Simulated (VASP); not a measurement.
# AgI (P6_3mc) in VASP: dielectric tensor with PBE

Aim: the dielectric tensor of AgI with PBE.

Program: VASP 6.6.1. These are calculated values, not measurements. Logs are shortened: lines on timing, memory, paths and dates and some standing lists are left out, and cuts for length are marked.

## Step 1: The cell of the first run

The structure is hexagonal, space group P6_3mc (No. 186). Conventional cell: a = 4.651 Å, b = 4.651 Å, c = 7.600 Å, α = 90.00°, β = 90.00°, γ = 120.00°. Ag (site symmetry 3m) has 4 I at 2.85 Å within 3.8 Å. Within 3.8 Å of I (site symmetry 3m) lie 4 Ag at 2.85 Å.

## Step 2: Dielectric tensor, PBE

Input file INCAR:

```
SYSTEM = AgI
PREC = Accurate
ENCUT = 400
EDIFF = 1E-8
ISMEAR = 0
SIGMA = 0.01
LREAL = .FALSE.
LASPH = .TRUE.
NELM = 120
ALGO = Normal
ISIF = 2
LWAVE = .FALSE.
LCHARG = .FALSE.
GGA = PE
LEPSILON = .TRUE.
GGA_COMPAT = .FALSE.
```

Input file KPOINTS:

```
Automatic mesh
0
G
  6 6 4
  0 0 0
```

Input file POSCAR:

```
AgI
1.0
    4.6507453634      0.0000000000      0.0000000000
   -2.3253726817      4.0276636312      0.0000000000
    0.0000000000      0.0000000000      7.5997061756
Ag I
2 2
Direct
    0.6666666667      0.3333333333      0.6275234352
    0.3333333333      0.6666666667      0.1275234352
    0.6666666667      0.3333333333      0.0024765648
    0.3333333333      0.6666666667      0.5024765648
```

Potentials or basis: VASP PAW PBE potentials, release 64 (Ag, I).

The run is started by

```console
$ cat potpaw_PBE.64/Ag/POTCAR potpaw_PBE.64/I/POTCAR > POTCAR
$ mpirun -np 1 vasp_std > vasp.out
```

OUTCAR:

```text
SYSTEM = AgI
   PREC = Accurate
   ENCUT = 400
   EDIFF = 1E-8
   ISMEAR = 0
   LREAL = .FALSE.
   LASPH = .TRUE.
   NELM = 120
   ISIF = 2
   GGA = PE
   LEPSILON = .TRUE.

 ion  position               nearest neighbor table
   1  0.667  0.333  0.628-   4 2.85   4 2.85   4 2.85   3 2.85
   2  0.333  0.667  0.128-   3 2.85   3 2.85   3 2.85   4 2.85
   3  0.667  0.333  0.002-   2 2.85   2 2.85   2 2.85   1 2.85
   4  0.333  0.667  0.502-   1 2.85   1 2.85   1 2.85   2 2.85

  LATTYP: Found a hexagonal cell.
 ALAT       =     4.6507453634
 C/A-ratio  =     1.6340834816

  Lattice vectors:

 A1 = (   4.6507453634,   0.0000000000,   0.0000000000)
 A2 = (  -2.3253726817,   4.0276636312,   0.0000000000)
 A3 = (   0.0000000000,   0.0000000000,   7.5997061756)

Analysis of symmetry for initial positions (statically):
=====================================================================
 Subroutine PRICEL returns:
 Original cell was already a primitive cell.

 Routine SETGRP: Setting up the symmetry group for a
 hexagonal supercell.

 Subroutine GETGRP returns: Found 12 space group operations
 (whereof  6 operations were pure point group operations)
 out of a pool of 24 trial point group operations.

The static configuration has the point symmetry C_3v.
 The point group associated with its full space group is C_6v.

Analysis of symmetry for dynamics (positions and initial velocities):
=====================================================================
 Subroutine PRICEL returns:
 Original cell was already a primitive cell.

 Routine SETGRP: Setting up the symmetry group for a
 hexagonal supercell.

 Subroutine GETGRP returns: Found 12 space group operations
 (whereof  6 operations were pure point group operations)
 out of a pool of 24 trial point group operations.

The dynamic configuration has the point symmetry C_3v.
 The point group associated with its full space group is C_6v.

 Subroutine INISYM returns: Found 12 space group operations
 (whereof  6 operations are pure point group operations),
 and found     1 'primitive' translations

----------------------------------------------------------------------------------------

                                     Primitive cell

[... 685 lines left out ...]
      2.32537      1.34255      0.01882        -0.000000      0.000000      0.000748
     -0.00000      2.68511      3.81867         0.000000      0.000000      0.000748
 -----------------------------------------------------------------------------------
    total drift:                               -0.000000     -0.000000     -0.000075

  FREE ENERGIE OF THE ION-ELECTRON SYSTEM (eV)
  ---------------------------------------------------
  free  energy   TOTEN  =        -9.5736097576 eV

  energy  without entropy=       -9.5736097576  energy(sigma->0) =       -9.57360976

 HEAD OF MICROSCOPIC STATIC DIELECTRIC TENSOR (INDEPENDENT PARTICLE, excluding Hartree and local field effects)
 ------------------------------------------------------
           5.618909     0.000000     0.000000
           0.000000     5.618909     0.000000
          -0.000000    -0.000000     5.573765
 ------------------------------------------------------

 Free energy of the ion-electron system (eV)
  ---------------------------------------------------
  ---------------------------------------------------
  free energy    TOTEN  =        -1.80669420 eV

  energy without entropy =       -1.80669420

------------------------ aborting loop because EDIFF is reached ----------------------------------------

--------------------------------------- Ionic step        2  -------------------------------------------

------------------------ aborting loop because EDIFF is reached ----------------------------------------

--------------------------------------- Ionic step        3  -------------------------------------------

 Free energy of the ion-electron system (eV)
  ---------------------------------------------------
  ---------------------------------------------------
  free energy    TOTEN  =        -1.79632874 eV

  energy without entropy =       -1.79632874

------------------------ aborting loop because EDIFF is reached ----------------------------------------

 PIEZOELECTRIC TENSOR FIELD DIRECTION 3  (e Angst)
 -----------------------------------------------------------------------------
     1.54296 -0.00000 -0.00000           ( -0.04650  0.00000 -0.00000)
     0.00000  1.54296  0.00000           (  0.00000 -0.04650 -0.00000)
     0.00000 -0.00000 -3.18631           (  0.00000  0.00000  0.09534)

 PIEZOELECTRIC TENSOR FIELD DIRECTION 3  (C/m^2)
 -----------------------------------------------------------------------------
     0.17366 -0.00000 -0.00000
     0.00000  0.17366  0.00000
     0.00000 -0.00000 -0.35861

 MACROSCOPIC STATIC DIELECTRIC TENSOR (including local field effects in DFT)
 ------------------------------------------------------
           5.257607    -0.000000     0.000000
           0.000000     5.257607     0.000000
           0.000000     0.000000     5.232899
 ------------------------------------------------------

 PIEZOELECTRIC TENSOR (including local field effects)  for field in x, y, z        (e  Angst)
          XX          YY          ZZ          XY          YZ          ZX
  --------------------------------------------------------------------------------
  x     0.00000     0.00000     0.00000    -0.00000     0.00000     1.62404
  y    -0.00000    -0.00000     0.00000     0.00000     1.62404     0.00000
  z     1.54296     1.54296    -3.18631     0.00000     0.00000     0.00000

 PIEZOELECTRIC TENSOR (including local field effects)  for field in x, y, z        (C/m^2)
          XX          YY          ZZ          XY          YZ          ZX
  --------------------------------------------------------------------------------
  x     0.00000     0.00000     0.00000    -0.00000     0.00000     0.18278
  y    -0.00000    -0.00000     0.00000     0.00000     0.18278     0.00000
  z     0.17366     0.17366    -0.35861     0.00000     0.00000     0.00000

 BORN EFFECTIVE CHARGES (including local field effects) (in |e|, cummulative output)
 ---------------------------------------------------------------------------------
 ion    1
    1     1.25125    -0.00000     0.00000
    2     0.00000     1.25125     0.00000
    3     0.00000     0.00000     1.27447
 ion    2
    1     1.25125     0.00000     0.00000
    2     0.00000     1.25125     0.00000
    3     0.00000     0.00000     1.27447
 ion    3
    1    -1.25125    -0.00000     0.00000
    2     0.00000    -1.25125     0.00000
    3     0.00000     0.00000    -1.27447
 ion    4
    1    -1.25125     0.00000     0.00000
    2    -0.00000    -1.25125     0.00000
    3    -0.00000    -0.00000    -1.27447
```

OSZICAR:

```text
N       E                     dE             d eps       ncg     rms          rms(c)
[... 13 lines left out ...]
RMM:   8    -0.179606925209E+01   -0.64851E-03   -0.23575E-06  1521   0.122E-02    0.479E-03
RMM:   9    -0.179635427760E+01   -0.28503E-03    0.15605E-05  1458   0.843E-03    0.321E-03
RMM:  10    -0.179633801484E+01    0.16263E-04    0.32343E-06  1527   0.173E-03    0.576E-04
RMM:  11    -0.179632992908E+01    0.80858E-05    0.10572E-06  1532   0.108E-03    0.210E-04
RMM:  12    -0.179633062653E+01   -0.69745E-06    0.12602E-08  1397   0.282E-04    0.429E-05
RMM:  13    -0.179632845173E+01    0.21748E-05    0.96548E-07  1128   0.165E-04    0.381E-05
RMM:  14    -0.179632843205E+01    0.19685E-07    0.79367E-08   618   0.923E-05    0.117E-05
RMM:  15    -0.179632874132E+01   -0.30927E-06    0.18276E-07   509   0.100E-04    0.649E-06
```

It took 5.1 min on 1 thread of Intel Xeon 6975P-C (Granite Rapids), shared host; peak memory 0.41 GiB.

What came out:

```yaml
Band_gap_on_the_k_mesh: 1.37 eV
Electronic_dielectric_tensor_diagonal: 5.26, 5.26, 5.23
Born_charges_mean_of_the_diagonal: Ag +1.26; I -1.26 e
```

Electronic dielectric tensor:
```
5.26 0.00 0.00
0.00 5.26 0.00
0.00 0.00 5.23
```

Born effective charge tensors (e):
atom 1, Ag
```
1.25 0.00 0.00
0.00 1.25 0.00
0.00 0.00 1.27
```
atom 2, Ag
```
1.25 0.00 0.00
0.00 1.25 0.00
0.00 0.00 1.27
```
atom 3, I
```
-1.25  0.00  0.00
 0.00 -1.25  0.00
 0.00  0.00 -1.27
```
atom 4, I
```
-1.25  0.00  0.00
 0.00 -1.25  0.00
 0.00  0.00 -1.27
```

Caveat: spin-orbit coupling is left out, which moves the levels of the heavy elements. A hybrid or GW would open this gap; PBE tends to underestimate it.
